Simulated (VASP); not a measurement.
# As2Se (P-3m1) in VASP: notebook

As2Se is run at these levels: PBE; tasks: single point, relaxation of cell and atoms.

Everything below comes from runs of VASP 6.6.1. Logs are shortened: lines on timing, memory, paths and dates and some standing lists are left out, and cuts for length are marked.

## Step 1: The cell of the first run

Symmetry: P-3m1, No. 164, trigonal system. Conventional cell: a = 3.786 Å, b = 3.786 Å, c = 17.473 Å, α = 90.00°, β = 90.00°, γ = 120.00°. Within 3.4 Å of As (site symmetry 3m) lie 3 As at 2.55 Å. As (site symmetry 3m) has 6 As at 2.55 to 3.20 Å within 3.4 Å. Within 3.5 Å of As (site symmetry 3m) lie 6 Se at 2.63 to 2.81 Å. Se (site symmetry 3m) has 3 As at 2.63 Å within 3.5 Å. Within 4.0 Å of Se (site symmetry -3m) lie 6 As at 2.81 Å and 12 Se at 3.79 to 3.91 Å.

## Step 2: Single point, PBE

The input, INCAR:

```
SYSTEM = As2Se
PREC     = Accurate       ! precision mode
ENCUT    = 520            ! plane-wave cutoff, eV
EDIFF    = 1E-6           ! SCF threshold, eV
ISMEAR   = 0              ! smearing method
SIGMA    = 0.2            ! smearing width, eV
LREAL    = .FALSE.        ! projectors in reciprocal space
LASPH    = .TRUE.         ! aspherical terms in the spheres
NELM     = 80             ! most SCF steps
ALGO     = Normal         ! electronic algorithm
ISIF     = 2              ! what is computed and relaxed
LWAVE    = .FALSE.        ! write WAVECAR
LCHARG   = .FALSE.        ! write CHGCAR
GGA      = PE             ! functional
NBANDS   = 34             ! bands
```

The input, KPOINTS:

```
Automatic mesh
0
G
  6 6 2
  0 0 0
```

The input, POSCAR:

```
As2Se
1.0
    3.7857119115      0.0000000000      0.0000000000
   -1.8928559557      3.2785226868      0.0000000000
    0.0000000000      0.0000000000     17.4734383945
As Se
6 3
Direct
    1.0000000000      0.0000000000      0.6421665587
    0.6666666667      0.3333333333      0.5668525121
    0.0000000000      0.0000000000      0.3578334413
    0.3333333333      0.6666666667      0.4331474879
    0.6666666667      0.3333333333      0.8988996966
    0.3333333333      0.6666666667      0.1011003034
    0.3333333333      0.6666666667      0.8146757647
    0.6666666667      0.3333333333      0.1853242353
    0.0000000000      0.0000000000      1.0000000000
```

Potentials or basis: VASP PAW PBE potentials, release 64 (As, Se).

On the command line:

```console
$ cat potpaw_PBE.64/As/POTCAR potpaw_PBE.64/Se/POTCAR > POTCAR
$ mpirun -np 1 vasp_std > vasp.out
```

OUTCAR:

```text
SYSTEM = As2Se
   PREC = Accurate
   ENCUT = 520
   EDIFF = 1E-6
   ISMEAR = 0
   LREAL = .FALSE.
   LASPH = .TRUE.
   NELM = 80
   ISIF = 2
   GGA = PE

 ion  position               nearest neighbor table
   1  0.000  0.000  0.642-   2 2.55   2 2.55   2 2.55
   2  0.667  0.333  0.567-   1 2.55   1 2.55   1 2.55
   3  0.000  0.000  0.358-   4 2.55   4 2.55   4 2.55
   4  0.333  0.667  0.433-   3 2.55   3 2.55   3 2.55
   5  0.667  0.333  0.899-   7 2.63   7 2.63   7 2.63   9 2.81   9 2.81   9 2.81
   6  0.333  0.667  0.101-   8 2.63   8 2.63   8 2.63   9 2.81   9 2.81   9 2.81
   7  0.333  0.667  0.815-   5 2.63   5 2.63   5 2.63
   8  0.667  0.333  0.185-   6 2.63   6 2.63   6 2.63
   9  0.000  0.000  0.000-   5 2.81   6 2.81   5 2.81   6 2.81   5 2.81   6 2.81

  LATTYP: Found a hexagonal cell.
 ALAT       =     3.7857119115
 C/A-ratio  =     4.6156281310

  Lattice vectors:

 A1 = (   3.7857119115,   0.0000000000,   0.0000000000)
 A2 = (  -1.8928559557,   3.2785226868,   0.0000000000)
 A3 = (   0.0000000000,   0.0000000000,  17.4734383945)

Analysis of symmetry for initial positions (statically):
=====================================================================
 Subroutine PRICEL returns:
 Original cell was already a primitive cell.

 Routine SETGRP: Setting up the symmetry group for a
 hexagonal supercell.

 Subroutine GETGRP returns: Found 12 space group operations
 (whereof 12 operations were pure point group operations)
 out of a pool of 24 trial point group operations.

The static configuration has the point symmetry D_3d.

Analysis of symmetry for dynamics (positions and initial velocities):
=====================================================================
 Subroutine PRICEL returns:
 Original cell was already a primitive cell.

 Routine SETGRP: Setting up the symmetry group for a
 hexagonal supercell.

 Subroutine GETGRP returns: Found 12 space group operations
 (whereof 12 operations were pure point group operations)
 out of a pool of 24 trial point group operations.

The dynamic configuration has the point symmetry D_3d.

 Subroutine INISYM returns: Found 12 space group operations
 (whereof 12 operations are pure point group operations),
 and found     1 'primitive' translations

----------------------------------------------------------------------------------------

                                     Primitive cell

  volume of cell :     216.8723

  direct lattice vectors                    reciprocal lattice vectors
     3.785711911  0.000000000  0.000000000     0.264151109  0.152507714  0.000000000
    -1.892855956  3.278522687  0.000000000     0.000000000  0.305015428  0.000000000
     0.000000000  0.000000000 17.473438395     0.000000000  0.000000000  0.057229721

  length of vectors
     3.785711911  3.785711912 17.473438395     0.305015428  0.305015428  0.057229721

  position of ions in fractional coordinates (direct lattice)
     0.000000000  0.000000000  0.642166559
     0.666666667  0.333333333  0.566852512
     0.000000000  0.000000000  0.357833441
     0.333333333  0.666666667  0.433147488
     0.666666667  0.333333333  0.898899697
     0.333333333  0.666666667  0.101100303
     0.333333333  0.666666667  0.814675765
     0.666666667  0.333333333  0.185324235
     0.000000000  0.000000000  0.000000000

  ion indices of the primitive-cell ions
   primitive index   ion index
                 1           1
                 2           2
                 3           3
                 4           4
                 5           5
                 6           6
                 7           7
                 8           8
                 9           9

----------------------------------------------------------------------------------------

 KPOINTS: Automatic mesh

Automatic generation of k-mesh.
 Grid dimensions read from file:
 generate k-points for:    6    6    2

 Generating k-lattice:

  Cartesian coordinates                     Fractional coordinates (reciprocal lattice)
     0.044025185  0.025417952  0.000000000     0.166666667  0.000000000  0.000000000
     0.000000000  0.050835905  0.000000000     0.000000000  0.166666667  0.000000000
     0.000000000  0.000000000  0.028614860     0.000000000  0.000000000  0.500000000

  Length of vectors
     0.050835905  0.050835905  0.028614860

  Shift w.r.t. Gamma in fractional coordinates (k-lattice)
     0.000000000  0.000000000  0.000000000

 Subroutine IBZKPT returns following result:
 ===========================================

 Found     14 irreducible k-points:

 Following reciprocal coordinates:
            Coordinates               Weight
  0.000000  0.000000  0.000000      1.000000
  0.166667 -0.000000  0.000000      6.000000
  0.333333  0.000000  0.000000      6.000000
  0.500000  0.000000  0.000000      3.000000
  0.166667  0.166667  0.000000      6.000000
  0.333333  0.166667  0.000000     12.000000
  0.333333  0.333333  0.000000      2.000000
  0.000000  0.000000  0.500000      1.000000
  0.166667 -0.000000  0.500000      6.000000
  0.333333  0.000000  0.500000      6.000000
  0.500000  0.000000  0.500000      3.000000
  0.166667  0.166667  0.500000      6.000000
  0.333333  0.166667  0.500000     12.000000
  0.333333  0.333333  0.500000      2.000000
   k-points           NKPTS =     14   k-points in BZ     NKDIM =     14   number of bands    NBANDS=     34
   number of dos      NEDOS =    301   number of ions     NIONS =      9
   total plane-waves  NPLWV = 109760
   dimension x,y,z NGX =    28 NGY =   28 NGZ =  140
   dimension x,y,z NGXF=    56 NGYF=   56 NGZF=  280
   ions per type =               6   3
   NGX,Y,Z   is equivalent  to a cutoff of  12.30, 12.30, 13.32 a.u.
   NGXF,Y,Z  is equivalent  to a cutoff of  24.59, 24.59, 26.64 a.u.
 SYSTEM =  As2Se
   PREC   = accura    normal or accurate (medium, high low for compatibility)
   ISTART =      0    job   : 0-new  1-cont  2-samecut
   ICHARG =      2    charge: 1-file 2-atom 10-const
   ISPIN  =      1    spin polarized calculation?
   LNONCOLLINEAR =      F non collinear calculations
   LSORBIT =      F    spin-orbit coupling
   LASPH  =      T    aspherical Exc in radial PAW
   ENCUT  =  520.0 eV  38.22 Ry    6.18 a.u.   7.04  7.04 32.49*2*pi/ulx,y,z
   NELM   =     80;   NELMIN=  2; NELMDL= -5     # of ELM steps
   EDIFF  = 0.1E-05   stopping-criterion for ELM
   LREAL  =      F    real-space projection
   EDIFFG = 0.1E-04   stopping-criterion for IOM
   NSW    =      0    number of steps for IOM
   IBRION =     -1    ionic relax: 0-MD 1-quasi-New 2-CG
   NFREE  =      0    steps in history (QN), initial steepest desc. (CG)
   ISIF   =      2    stress and relaxation
   ISYM   =      2    0-nonsym 1-usesym 2-fastsym
   POTIM  = 0.5000    time-step for ionic-motion
   TEBEG  =    0.0;   TEEND  =   0.0 temperature during run
   PSTRESS=    0.0 pullay stress
   NELECT =      48.0000    total number of electrons
   NUPDOWN=      -1.0000    fix difference up-down
   EMIN   =  10.00;   EMAX   =-10.00  energy-range for DOS
   EFERMI =   0.00;   METHOD = LEGACY
   ISMEAR =     0;   SIGMA  =   0.20  broadening in eV -4-tet -1-fermi 0-gaus
   EFERMI_NEDOS =   21; number of points for ismear=-14 and -15
   IALGO  =     38    algorithm
   IMIX   =      4    mixing-type and parameters
     AMIX     =   0.40;   BMIX     =  1.00
     AMIX_MAG =   1.60;   BMIX_MAG =  1.00
  volume/ion in A,a.u.               =      24.10       162.61
  Fermi-wavevector in a.u.,A,eV,Ry     =   0.990271  1.871340 13.342360  0.980636
  Thomas-Fermi vector in A             =   2.121929
   LORBIT       =      0    0 simple, 1 ext, 2 COOP (PROOUT), +10 PAW based schemes
   GGA     = PE    functional components
   LHFCALC =     F    Hartree Fock is set to
   AEXX    =    0.0000 exact exchange contribution
   IVDW    =     0    specifies the selected vdW correction
   LEPSILON=     F    determine dielectric tensor
   LRPA    =     F    only Hartree local field effects (RPA)
 non-spin polarized calculation
 Gauss-broadening in eV      SIGMA  =   0.20
  energy-cutoff  :      520.00
  volume of cell :      216.87
 maximum number of plane-waves:      5868
   NGX = 15   NGY = 15   NGZ = 65

 number of electron      47.9999999 magnetization

 Free energy of the ion-electron system (eV)
  ---------------------------------------------------
  ext. energy  EPLUGINS =         0.00000000
  ---------------------------------------------------
  free energy    TOTEN  =       -39.06054340 eV

  energy without entropy =      -39.04564676  energy(sigma->0) =      -39.05309508

 E-fermi :   4.3037     XC(G=0):  -9.4312

 val. band max:        4.1600612198   @ k =   0.0000   0.0000   0.0000
 cond. band min:       4.4680681812   @ k =   0.3333   0.0000   0.5000
 fundamental gap:      0.3080069614
 Fermi energy:         4.3037124472

 k-point     1 :       0.0000    0.0000    0.0000
  band No.  band energies     occupation
      1     -11.3805      2.00000
      2     -10.7872      2.00000
      3      -9.9409      2.00000
      4      -9.3691      2.00000
      5      -9.3593      2.00000
      6      -5.9919      2.00000
[... 26 lines left out ...]
     33       6.1511      0.00000
     34       6.2702      0.00000

 k-point     2 :       0.1667   -0.0000    0.0000
  band No.  band energies     occupation
      1     -11.0794      2.00000
      2     -10.5124      2.00000
      3      -9.6164      2.00000
      4      -9.1983      2.00000
      5      -9.0473      2.00000
      6      -6.0192      2.00000
[... 26 lines left out ...]
     33       6.6039      0.00000
     34       7.2485      0.00000
[... 405 lines left out ...]
     33       7.7982      0.00000
     34       8.1233      0.00000

 k-point    14 :       0.3333    0.3333    0.5000
  band No.  band energies     occupation
      1      -8.8894      2.00000
      2      -8.8894      2.00000
      3      -8.7560      2.00000
      4      -7.2091      2.00000
      5      -7.2091      2.00000
      6      -6.6476      2.00000
[... 26 lines left out ...]
     33       8.4154      0.00000
     34       8.6472      0.00000

------------------------ aborting loop because EDIFF is reached ----------------------------------------

  FORCE on cell =-STRESS in cart. coord.  units (eV):
  Direction    XX          YY          ZZ          XY          YZ          ZX
  --------------------------------------------------------------------------------------
  -------------------------------------------------------------------------------------
  Total        0.2366584      0.2366584     -0.0983925      0.0000000     -0.0000000     -0.0000000
  in kB        1.7483503      1.7483503     -0.7268895      0.0000000     -0.0000000     -0.0000000
  external PRESSURE =       0.9232704 kB  Pullay stress =       0.0000000 kB

 VOLUME and BASIS-vectors are now :
 -----------------------------------------------------------------------------
  energy-cutoff  :      520.00
  volume of cell :      216.87
      direct lattice vectors                 reciprocal lattice vectors
     3.785711911  0.000000000  0.000000000     0.264151109  0.152507714  0.000000000
    -1.892855956  3.278522687  0.000000000     0.000000000  0.305015428  0.000000000
     0.000000000  0.000000000 17.473438395     0.000000000  0.000000000  0.057229721

 POSITION                                       TOTAL-FORCE (eV/Angst)
 -----------------------------------------------------------------------------------
      0.00000      0.00000     11.22086        -0.000000      0.000000     -0.008011
      1.89286      1.09284      9.90486        -0.000000      0.000000     -0.015360
      0.00000      0.00000      6.25258         0.000000     -0.000000      0.008011
     -0.00000      2.18568      7.56858         0.000000      0.000000      0.015360
      1.89286      1.09284     15.70687        -0.000000     -0.000000      0.033135
     -0.00000      2.18568      1.76657         0.000000      0.000000     -0.033135
     -0.00000      2.18568     14.23519         0.000000      0.000000     -0.044838
      1.89286      1.09284      3.23825        -0.000000     -0.000000      0.044838
      0.00000      0.00000      0.00000        -0.000000      0.000000     -0.000000
 -----------------------------------------------------------------------------------
    total drift:                               -0.000000      0.000000      0.000000

  FREE ENERGIE OF THE ION-ELECTRON SYSTEM (eV)
  ---------------------------------------------------
  free  energy   TOTEN  =       -39.0605433998 eV

  energy  without entropy=      -39.0456467582  energy(sigma->0) =      -39.05309508
```

It took 3.7 min on 1 thread of Intel Xeon 8259CL, shared host; peak memory 0.33 GiB.

What came out:

| Quantity | Value |
| --- | --- |
| Free energy | -39.0605 eV |
| Pressure | 0.1 GPa |
| Largest force | 0.045 eV/Å |
| Band gap on the k mesh | 0.31 eV (least direct gap 0.53 eV) |

Forces on the atoms (eV/Å):
```
As   0.000  0.000 -0.008
As   0.000  0.000 -0.015
As   0.000  0.000  0.008
As   0.000  0.000  0.015
As   0.000  0.000  0.033
As   0.000  0.000 -0.033
Se   0.000  0.000 -0.045
Se   0.000  0.000  0.045
Se   0.000  0.000  0.000
```

Caveat: this functional lacks dispersion, which binds the layers, so the pressure and a relaxed spacing across them are unreliable.

## Step 3: Relaxation of cell and atoms, PBE

This run uses another cell than the first one, of the same volume but with other edges.

The input, INCAR:

```
PREC = Accurate ; ENCUT = 600
EDIFF = 1E-6 ; ISMEAR = 0
SIGMA = 0.2 ; LREAL = F
LASPH = T ; NELM = 60
ALGO = Normal ; ISIF = 3
LWAVE = F ; LCHARG = F
GGA = PE ; IBRION = 2
NSW = 36 ; EDIFFG = -0.08
```

The input, KPOINTS:

```
Automatic mesh
0
Gamma
  5 5 1
```

The input, POSCAR:

```
As2Se
1.0
    3.8500000000      0.0000000000      0.0000000000
   -1.9250000000      3.3341978000      0.0000000000
    0.0000000000      0.0000000000     16.9000000000
As Se
6 3
Direct
    0.0000000000      0.0000000000      0.6550000000
    0.6666666700      0.3333333300      0.5700000000
    0.0000000000      0.0000000000      0.3450000000
    0.3333333300      0.6666666700      0.4300000000
    0.6666666700      0.3333333300      0.8850000000
    0.3333333300      0.6666666700      0.1150000000
    0.3333333300      0.6666666700      0.7950000000
    0.6666666700      0.3333333300      0.2050000000
    0.0000000000      0.0000000000      0.0000000000
```

Potentials or basis: VASP PAW PBE potentials, release 64 (As, Se).

On the command line:

```console
$ cat potpaw_PBE.64/As/POTCAR potpaw_PBE.64/Se/POTCAR > POTCAR
$ mpirun -np 1 vasp_std > vasp.out
```

Wall time 17 min (1 thread of Intel Xeon 8259CL, shared host); peak memory 0.38 GiB.

Results (log left out):

| Property | Result |
| --- | --- |
| Free energy | -39.1120 eV |
| Relaxed volume | 23.16 Å³/atom |
| Relaxed cell | a = 3.821 Å, b = 3.821 Å, c = 16.489 Å, α = 90.00°, β = 90.00°, γ = 120.00° |
| Space group after relaxing (to 0.1 Å) | P-3m1 (No. 164) |
| Energy gained by relaxing | 51.9 meV/atom |
| Ionic steps | 17 |
| Pressure after relaxing | 0.0 GPa |
| Largest force after relaxing | 0.037 eV/Å |
| Band gap on the k mesh | 0.52 eV |

Forces in eV/Å, atoms in the order of the input:
```
As   0.000  0.000  0.033
As   0.000  0.000 -0.037
As   0.000  0.000 -0.033
As   0.000  0.000  0.037
As   0.000  0.000  0.037
As   0.000  0.000 -0.037
Se   0.000  0.000  0.037
Se   0.000  0.000 -0.037
Se   0.000  0.000  0.000
```

Step by step:
| step | energy change (eV) | largest force (eV/Å) | pressure (GPa) | volume (Å³) |
| --- | --- | --- | --- | --- |
| 1 | 0.0000 | 1.2873 | -4.11 | 216.94 |
| 2 | -0.3027 | 0.6375 | 2.82 | 198.06 |
| 3 | -0.3468 | 0.5251 | 0.74 | 202.79 |
| 4 | -0.4005 | 0.2744 | 0.13 | 204.26 |
| 5 | -0.4154 | 0.3040 | -0.38 | 205.58 |
| 6 | -0.4306 | 0.2080 | -0.07 | 204.25 |
| 7 | -0.4356 | 0.1082 | 0.28 | 202.91 |
| 8 | -0.4404 | 0.1544 | -0.13 | 204.01 |
| 9 | -0.4406 | 0.1886 | -0.24 | 204.34 |
| 10 | -0.4446 | 0.1788 | -0.15 | 204.32 |
| 11 | -0.4528 | 0.1508 | 0.14 | 204.26 |
| 12 | -0.4531 | 0.1003 | 0.80 | 204.08 |
| 13 | -0.4556 | 0.1228 | 0.48 | 204.18 |
| 14 | -0.4598 | 0.0970 | 0.30 | 205.23 |
| 15 | -0.4654 | 0.0905 | -0.15 | 208.15 |
| 16 | -0.4655 | 0.0942 | -0.20 | 208.54 |
| 17 | -0.4667 | 0.0372 | -0.02 | 208.43 |

Final structure:
```
CELL_PARAMETERS angstrom
3.82054 0.00000 0.00000
-1.91027 3.30869 0.00000
0.00000 0.00000 16.48877
ATOMIC_POSITIONS crystal
As 0.00000 0.00000 0.64387
As 0.66667 0.33333 0.56589
As 0.00000 0.00000 0.35613
As 0.33333 0.66667 0.43411
As 0.66667 0.33333 0.89291
As 0.33333 0.66667 0.10709
Se 0.33333 0.66667 0.80423
Se 0.66667 0.33333 0.19577
Se 0.00000 0.00000 0.00000
```

Levels at points of the mesh, in eV from the valence-band top:
```tsv
k point	band 22	band 23	band 24	band 25	band 26	band 27
(0.00, 0.00, 0.00)	-1.38	-0.84	-0.16	0.57	0.57	0.75
```

Caveat: an odd mesh through Γ misses points on the zone boundary, where band edges can lie; the relaxation stopped at a loose force limit of 0.08 eV/Å, so its end isn't a converged minimum.
